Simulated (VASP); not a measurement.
# CsI (P4/mmm) in VASP: notebook

The runs below take CsI through single point, with r2SCAN, HSE06.

Program: VASP 6.6.1. These are calculated values, not measurements. Logs are shortened: lines on timing, memory, paths and dates and some standing lists are left out, and cuts for length are marked.

**1. The cell of the first run**

The structure is tetragonal, space group P4/mmm (No. 123). The conventional cell has a = 4.608 Å, b = 4.608 Å, c = 4.569 Å, α = 90.00°, β = 90.00°, γ = 90.00°. Within 5.2 Å of Cs (site symmetry 4/mmm) lie 8 I at 3.98 Å and 6 Cs at 4.57 to 4.61 Å. Within 5.2 Å of I (site symmetry 4/mmm) lie 8 Cs at 3.98 Å and 6 I at 4.57 to 4.61 Å.

**2. Single point, r2SCAN (uniaxial z strain -0.9%)**

POSCAR reads:

```
CsI
1.0
    4.6081404514      0.0000000000      0.0000000000
    0.0000000000      4.6081404514      0.0000000000
    0.0000000000      0.0000000000      4.5689712576
Cs I
1 1
Direct
    0.0000000000      0.0000000000      0.0000000000
    0.5000000000      0.5000000000      0.5000000000
```

INCAR.step1 reads:

```
ALGO     = Normal         # electronic algorithm
EDIFF    = 1E-4           # SCF threshold, eV
ENCUT    = 520            # plane-wave cutoff, eV
GGA      = PE             # functional
ISMEAR   = 0              # smearing method
LASPH    = T              # aspherical terms in the spheres
LCHARG   = F              # write CHGCAR
LREAL    = F              # projectors in reciprocal space
LWAVE    = T              # write WAVECAR
NBANDS   = 15             # bands
NELM     = 100            # most SCF steps
PREC     = Accurate       # precision mode
SIGMA    = 0.01           # smearing width, eV
```

INCAR.step2 reads:

```
ALGO     = Normal         # electronic algorithm
EDIFF    = 1E-7           # SCF threshold, eV
ENCUT    = 520            # plane-wave cutoff, eV
ISIF     = 2              # what is computed and relaxed
ISMEAR   = 0              # smearing method
ISTART   = 1            
LASPH    = T              # aspherical terms in the spheres
LCHARG   = T              # write CHGCAR
LELF     = T              # ELF
LMIXTAU  = T            
LREAL    = F              # projectors in reciprocal space
LVHAR    = T            
LWAVE    = F              # write WAVECAR
METAGGA  = R2SCAN         # meta-GGA
NBANDS   = 15             # bands
NELM     = 100            # most SCF steps
PREC     = Accurate       # precision mode
SIGMA    = 0.01           # smearing width, eV
```

KPOINTS reads:

```
k-points
0
Gamma
  6 6 6
```

Potentials or basis: VASP PAW PBE potentials, release 64 (Cs_sv, I).

On the command line:

```sh
cat potpaw_PBE.64/Cs_sv/POTCAR potpaw_PBE.64/I/POTCAR > POTCAR
cp INCAR.step1 INCAR
mpirun -np 1 vasp_std > vasp.out
cp INCAR.step2 INCAR
mpirun -np 1 vasp_std > vasp.out
```

OUTCAR:

```text
EDIFF = 1E-7
   ENCUT = 520
   ISIF = 2
   ISMEAR = 0
   ISTART = 1
   LASPH = T
   LREAL = F
   METAGGA = R2SCAN
   NELM = 100
   PREC = Accurate

 ion  position               nearest neighbor table
   1  0.000  0.000  0.000-
   2  0.500  0.500  0.500-

  LATTYP: Found a simple tetragonal cell.
 ALAT       =     4.6081404514
 C/A-ratio  =     0.9915000000

  Lattice vectors:

 A1 = (   4.6081404514,   0.0000000000,   0.0000000000)
 A2 = (   0.0000000000,   4.6081404514,   0.0000000000)
 A3 = (   0.0000000000,   0.0000000000,   4.5689712576)

Analysis of symmetry for initial positions (statically):
=====================================================================
 Subroutine PRICEL returns:
 Original cell was already a primitive cell.

 Routine SETGRP: Setting up the symmetry group for a
 simple tetragonal supercell.

 Subroutine GETGRP returns: Found 16 space group operations
 (whereof 16 operations were pure point group operations)
 out of a pool of 16 trial point group operations.

The static configuration has the point symmetry D_4h.

Analysis of symmetry for dynamics (positions and initial velocities):
=====================================================================
 Subroutine PRICEL returns:
 Original cell was already a primitive cell.

 Routine SETGRP: Setting up the symmetry group for a
 simple tetragonal supercell.

 Subroutine GETGRP returns: Found 16 space group operations
 (whereof 16 operations were pure point group operations)
 out of a pool of 16 trial point group operations.

The dynamic configuration has the point symmetry D_4h.

 Subroutine INISYM returns: Found 16 space group operations
 (whereof 16 operations are pure point group operations),
 and found     1 'primitive' translations

----------------------------------------------------------------------------------------

                                     Primitive cell

  volume of cell :      97.0219

  direct lattice vectors                    reciprocal lattice vectors
     4.608140451  0.000000000  0.000000000     0.217007275  0.000000000  0.000000000
     0.000000000  4.608140451  0.000000000     0.000000000  0.217007275  0.000000000
     0.000000000  0.000000000  4.568971258     0.000000000  0.000000000  0.218867650

  length of vectors
     4.608140451  4.608140451  4.568971258     0.217007275  0.217007275  0.218867650

  position of ions in fractional coordinates (direct lattice)
     0.000000000  0.000000000  0.000000000
     0.500000000  0.500000000  0.500000000

  ion indices of the primitive-cell ions
   primitive index   ion index
                 1           1
                 2           2

----------------------------------------------------------------------------------------

 KPOINTS: k-points

Automatic generation of k-mesh.
 Grid dimensions read from file:
 generate k-points for:    6    6    6

 Generating k-lattice:

  Cartesian coordinates                     Fractional coordinates (reciprocal lattice)
     0.036167879  0.000000000  0.000000000     0.166666667  0.000000000  0.000000000
     0.000000000  0.036167879  0.000000000     0.000000000  0.166666667  0.000000000
     0.000000000  0.000000000  0.036477942     0.000000000  0.000000000  0.166666667

  Length of vectors
     0.036167879  0.036167879  0.036477942

  Shift w.r.t. Gamma in fractional coordinates (k-lattice)
     0.000000000  0.000000000  0.000000000

 Subroutine IBZKPT returns following result:
 ===========================================

 Found     40 irreducible k-points:

 Following reciprocal coordinates:
            Coordinates               Weight
  0.000000  0.000000  0.000000      1.000000
  0.166667  0.000000  0.000000      4.000000
  0.333333  0.000000  0.000000      4.000000
  0.500000  0.000000  0.000000      2.000000
  0.166667  0.166667  0.000000      4.000000
  0.333333  0.166667  0.000000      8.000000
[... 16 lines left out ...]
  0.333333  0.000000  0.333333      8.000000
  0.500000  0.000000  0.333333      4.000000
 [... further k-points ...]
   k-points           NKPTS =     40   k-points in BZ     NKDIM =     40   number of bands    NBANDS=     15
   number of dos      NEDOS =    301   number of ions     NIONS =      2
   total plane-waves  NPLWV =  46656
   dimension x,y,z NGX =    36 NGY =   36 NGZ =   36
   dimension x,y,z NGXF=    72 NGYF=   72 NGZF=   72
   ions per type =               1   1
   NGX,Y,Z   is equivalent  to a cutoff of  12.99, 12.99, 13.10 a.u.
   NGXF,Y,Z  is equivalent  to a cutoff of  25.98, 25.98, 26.20 a.u.
 SYSTEM =  unknown system
   PREC   = accura    normal or accurate (medium, high low for compatibility)
   ISTART =      1    job   : 0-new  1-cont  2-samecut
   ICHARG =      0    charge: 1-file 2-atom 10-const
   ISPIN  =      1    spin polarized calculation?
   LNONCOLLINEAR =      F non collinear calculations
   LSORBIT =      F    spin-orbit coupling
   LASPH  =      T    aspherical Exc in radial PAW
   ENCUT  =  520.0 eV  38.22 Ry    6.18 a.u.   8.57  8.57  8.50*2*pi/ulx,y,z
   NELM   =    100;   NELMIN=  2; NELMDL=  0     # of ELM steps
   EDIFF  = 0.1E-06   stopping-criterion for ELM
   LREAL  =      F    real-space projection
   EDIFFG = 0.1E-05   stopping-criterion for IOM
   NSW    =      0    number of steps for IOM
   IBRION =     -1    ionic relax: 0-MD 1-quasi-New 2-CG
   NFREE  =      0    steps in history (QN), initial steepest desc. (CG)
   ISIF   =      2    stress and relaxation
   ISYM   =      2    0-nonsym 1-usesym 2-fastsym
   POTIM  = 0.5000    time-step for ionic-motion
   TEBEG  =    0.0;   TEEND  =   0.0 temperature during run
   PSTRESS=    0.0 pullay stress
   NELECT =      16.0000    total number of electrons
   NUPDOWN=      -1.0000    fix difference up-down
   EMIN   =  10.00;   EMAX   =-10.00  energy-range for DOS
   EFERMI =   0.00;   METHOD = LEGACY
   ISMEAR =     0;   SIGMA  =   0.01  broadening in eV -4-tet -1-fermi 0-gaus
   EFERMI_NEDOS =   21; number of points for ismear=-14 and -15
   IALGO  =     38    algorithm
   IMIX   =      4    mixing-type and parameters
     AMIX     =   0.40;   BMIX     =  1.00
     AMIX_MAG =   1.60;   BMIX_MAG =  1.00
  volume/ion in A,a.u.               =      48.51       327.37
  Fermi-wavevector in a.u.,A,eV,Ry     =   0.897756  1.696512 10.965826  0.805965
  Thomas-Fermi vector in A             =   2.020380
   LORBIT       =      0    0 simple, 1 ext, 2 COOP (PROOUT), +10 PAW based schemes
   METAGGA = R2SCAN    functional components
   LHFCALC =     F    Hartree Fock is set to
   AEXX    =    0.0000 exact exchange contribution
   IVDW    =     0    specifies the selected vdW correction
   LEPSILON=     F    determine dielectric tensor
   LRPA    =     F    only Hartree local field effects (RPA)
 non-spin polarized calculation
 Gauss-broadening in eV      SIGMA  =   0.01
  energy-cutoff  :      520.00
  volume of cell :       97.02
 maximum number of plane-waves:      2628
 NGX is ok and might be reduce to    36
   NGX = 17   NGY = 17   NGZ = 17

 number of electron      16.0000002 magnetization

 Free energy of the ion-electron system (eV)
  ---------------------------------------------------
  ext. energy  EPLUGINS =         0.00000000
  ---------------------------------------------------
  free energy    TOTEN  =       -53.12472935 eV

  energy without entropy =      -53.12472935  energy(sigma->0) =      -53.12472935

 E-fermi :   0.5509     XC(G=0):  -8.0388

 val. band max:        0.4262238787   @ k =   0.5000   0.5000   0.0000
 cond. band min:       4.9268149058   @ k =   0.0000   0.0000   0.0000
 fundamental gap:      4.5005910271
 Fermi energy:         0.5508516884

 k-point     1 :       0.0000    0.0000    0.0000
  band No.  band energies     occupation
      1     -20.5838      2.00000
      2     -10.5356      2.00000
      3      -6.9168      2.00000
      4      -6.9168      2.00000
      5      -6.9080      2.00000
      6       0.2976      2.00000
      7       0.2976      2.00000
      8       0.3371      2.00000
      9       4.9268      0.00000
     10       5.0285      0.00000
     11       5.0571      0.00000
     12       8.7219      0.00000
     13       8.7857      0.00000
     14       8.7857      0.00000
     15      11.0828      0.00000

 k-point     2 :       0.1667    0.0000    0.0000
  band No.  band energies     occupation
      1     -20.5781      2.00000
      2     -10.5382      2.00000
      3      -6.9499      2.00000
      4      -6.9022      2.00000
      5      -6.8938      2.00000
      6      -0.1379      2.00000
      7       0.2624      2.00000
      8       0.3046      2.00000
      9       5.2116      0.00000
     10       5.4582      0.00000
     11       5.6672      0.00000
     12       8.6555      0.00000
     13       8.7088      0.00000
     14       8.9135      0.00000
     15       9.9553      0.00000

 k-point     3 :       0.3333    0.0000    0.0000
  band No.  band energies     occupation
      1     -20.5664      2.00000
      2     -10.5455      2.00000
      3      -7.0053      2.00000
      4      -6.8724      2.00000
      5      -6.8649      2.00000
      6      -0.8189      2.00000
      7       0.1900      2.00000
      8       0.2375      2.00000
      9       5.6704      0.00000
     10       6.6121      0.00000
     11       6.9731      0.00000
     12       8.5026      0.00000
     13       8.7118      0.00000
     14       8.7414      0.00000
     15       9.2314      0.00000

 k-point     4 :       0.5000    0.0000    0.0000
  band No.  band energies     occupation
      1     -20.5606      2.00000
      2     -10.5504      2.00000
      3      -7.0277      2.00000
      4      -6.8574      2.00000
      5      -6.8503      2.00000
      6      -1.1053      2.00000
      7       0.1528      2.00000
      8       0.2029      2.00000
      9       6.0568      0.00000
     10       7.4591      0.00000
     11       7.6448      0.00000
     12       7.7677      0.00000
     13       8.9212      0.00000
     14       8.9240      0.00000
     15       9.4451      0.00000
[... 307 lines left out ...]
 k-point    22 :       0.1667    0.0000    0.3333
  band No.  band energies     occupation
      1     -20.5594      2.00000
      2     -10.5080      2.00000
      3      -7.0770      2.00000
      4      -6.9329      2.00000
      5      -6.8598      2.00000
      6      -0.7183      2.00000
      7      -0.0142      2.00000
      8       0.2292      2.00000
      9       5.9099      0.00000
     10       6.4740      0.00000
     11       7.1432      0.00000
     12       7.9342      0.00000
     13       8.5056      0.00000
     14       8.9734      0.00000
     15       9.4542      0.00000

 k-point    23 :       0.3333    0.0000    0.3333
  band No.  band energies     occupation
      1     -20.5487      2.00000
      2     -10.4438      2.00000
      3      -7.1770      2.00000
      4      -7.0694      2.00000
      5      -6.8390      2.00000
      6      -0.5776      2.00000
      7      -0.3163      2.00000
      8       0.2937      2.00000
      9       5.7097      0.00000
     10       6.2858      0.00000
     11       7.3542      0.00000
     12       8.0003      0.00000
     13       8.1448      0.00000
     14       8.8452      0.00000
     15      10.1618      0.00000

 k-point    24 :       0.5000    0.0000    0.3333
  band No.  band energies     occupation
      1     -20.5434      2.00000
      2     -10.4108      2.00000
      3      -7.1901      2.00000
      4      -7.1725      2.00000
      5      -6.8285      2.00000
      6      -0.6204      2.00000
      7      -0.3302      2.00000
      8       0.3267      2.00000
      9       5.5146      0.00000
     10       6.1667      0.00000
     11       7.3464      0.00000
     12       7.4089      0.00000
     13       8.6125      0.00000
     14      10.1204      0.00000
     15      10.3448      0.00000

 [... further k-points ...]

------------------------ aborting loop because EDIFF is reached ----------------------------------------

  FORCE on cell =-STRESS in cart. coord.  units (eV):
  Direction    XX          YY          ZZ          XY          YZ          ZX
  --------------------------------------------------------------------------------------
  -------------------------------------------------------------------------------------
  Total        0.0660178      0.0660178      0.1603719      0.0000000      0.0000000     -0.0000000
  in kB        1.0901888      1.0901888      2.6483104      0.0000000      0.0000000     -0.0000000
  external PRESSURE =       1.6095626 kB  Pullay stress =       0.0000000 kB

 VOLUME and BASIS-vectors are now :
 -----------------------------------------------------------------------------
  energy-cutoff  :      520.00
  volume of cell :       97.02
      direct lattice vectors                 reciprocal lattice vectors
     4.608140451  0.000000000  0.000000000     0.217007275  0.000000000  0.000000000
     0.000000000  4.608140451  0.000000000     0.000000000  0.217007275  0.000000000
     0.000000000  0.000000000  4.568971258     0.000000000  0.000000000  0.218867650

 POSITION                                       TOTAL-FORCE (eV/Angst)
 -----------------------------------------------------------------------------------
      0.00000      0.00000      0.00000         0.000000      0.000000      0.000000
      2.30407      2.30407      2.28449         0.000000      0.000000      0.000000
 -----------------------------------------------------------------------------------
    total drift:                               -0.000000      0.000000      0.000000

  FREE ENERGIE OF THE ION-ELECTRON SYSTEM (eV)
  ---------------------------------------------------
  free  energy   TOTEN  =       -53.1247293487 eV

  energy  without entropy=      -53.1247293487  energy(sigma->0) =      -53.12472935
```

Run time: 1.9 min. Hardware: 1 thread of AMD EPYC 9R45 (Zen 5), shared host; peak memory 0.22 GiB.

What came out:

- Free energy: -53.1247 eV
- Pressure: 0.2 GPa
- Band gap on the k mesh: 4.50 eV (least direct gap 4.59 eV)

Stress tensor (GPa, compression positive):
```
0.11 0.00 0.00
0.00 0.11 0.00
0.00 0.00 0.26
```

Levels at points of the mesh, in eV from the valence-band top:
```csv
k point,band 6,band 7,band 8,band 9,band 10,band 11
"(0.00, 0.00, 0.00)",-0.13,-0.13,-0.09,4.50,4.60,4.63
"(0.50, 0.00, 0.00)",-1.53,-0.27,-0.22,5.63,7.03,7.22
"(0.50, 0.50, 0.00)",-0.88,-0.88,0.00,4.72,5.52,6.69
"(0.00, 0.00, 0.50)",-1.54,-0.26,-0.26,5.65,7.05,7.27
"(0.50, 0.00, 0.50)",-0.90,-0.88,-0.04,4.74,5.46,6.61
"(0.50, 0.50, 0.50)",-1.31,-1.29,-1.29,7.64,7.64,7.69
```

Caveat: the cell differs from its parent crystal (uniaxial z strain -0.9%); the PAW data sets were made with another functional, which shifts forces and pressure a little; spin-orbit coupling is left out, which moves the levels of the heavy elements. A k mesh can miss the band edges.

(Continued in part 2 of 2.)
